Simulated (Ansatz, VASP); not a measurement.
TePb: VASP beside Ansatz

File INCAR:

```
ALGO = Normal ; EDIFF = 1E-6
ENCUT = 520 ; GGA = PE
ISIF = 2 ; ISMEAR = 0
LASPH = T ; LCHARG = F
LREAL = F ; LWAVE = F
NBANDS = 17 ; NELM = 60
PREC = Accurate ; SIGMA = 0.025
```

File KPOINTS:

```
k-points
0
Gamma
  7 7 7
```

The input POSCAR:

```
TePb
1.0
    0.0000000000      3.2310000000      3.2310000000
    3.2310000000      0.0000000000      3.2310000000
    3.2310000000      3.2310000000      0.0000000000
Pb Te
1 1
Direct
    0.0000000000      0.0000000000      0.0000000000
    0.5000000000      0.5000000000      0.5000000000
```

Contents of input.yaml:

```yaml
crystal:
  lattice:
    - [0.0, 3.231, 3.231]
    - [3.231, 0.0, 3.231]
    - [3.231, 3.231, 0.0]
  atoms:
    - { symbol: Pb, position: [0.0, 0.0, 0.0] }
    - { symbol: Te, position: [0.5, 0.5, 0.5] }
kpoints:
  mp_grid: { grid: [7, 7, 7] }
scf:
  occupations: { method: gaussian, width: 0.025 }
hamiltonian:
  xc: pbe
  pseudopotentials: { kind: all_electron, lapw: { basis_error: 0.001 } }
output:
  forces: true
  stress: true
  eigenvalues: true
```

Alike in both runs: task single point; functional PBE; k mesh 7 × 7 × 7; occupations gaussian, width 0.025 eV; no spin polarisation.

|  | VASP | Ansatz |
| --- | --- | --- |
| version | VASP 6.6.1 | Ansatz 0.2.0 |
| potentials or method | VASP PAW PBE potentials, release 64 (Pb_d, Te), cutoff 520 eV | all-electron LAPW, scalar-relativistic |

```csv
,VASP,Ansatz,Ansatz less VASP
pressure (GPa),2.1,2.1,+0.07
```

Ansatz ran all-electron here, and VASP with PAW potentials.

Spin-orbit coupling is off throughout.
